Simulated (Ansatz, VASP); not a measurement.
B3As5 in VASP and in Ansatz

```xyz
8
Lattice="-3.0774 3.0774 3.0774 3.0774 -3.0774 3.0774 3.0774 3.0774 -3.0774" Properties=species:S:1:pos:R:3 pbc="T T T"
B     3.0774    0.0000    0.0000
B     0.0000    0.0000    3.0774
B     0.0000    3.0774    0.0000
As    0.0000    0.0000    0.0000
As    1.5387    1.5387   -1.5387
As    1.5387   -1.5387    1.5387
As   -1.5387    1.5387    1.5387
As    1.5387    1.5387    1.5387
```

Change from the starting cell: species swapped into the Fe5Co3 type (Im-3m, No. 229).

Alike in both runs: functional PBE; k mesh 4 × 4 × 4; occupations gaussian, width 0.2 eV; no spin polarisation.

Ansatz relaxed the structure, and its values are those at the end. VASP's run is a single point on that final structure, the one shown.

|  | VASP | Ansatz |
| --- | --- | --- |
| version | VASP 6.6.1 | Ansatz 0.2.0 |
| potentials or method | VASP PAW PBE potentials, release 64 (B, As), cutoff 500 eV | scalar-relativistic, plane waves, PAW |
| valence electrons in the cell | 34 | 84 |

|  | VASP | Ansatz | Ansatz less VASP |
| --- | --- | --- | --- |
| gap on the k mesh at the Fermi level (eV) | none | none | - |
| pressure (GPa) | 0.5 | 0.4 | -0.16 |

A gap of «none» marks a metal or a gap that the smearing closes. VASP's potentials hold 34 valence electrons a cell and Ansatz's 84, so a difference there can come from the potentials and not from the codes.

The k mesh is coarse, so the values compare programs but aren't converged.
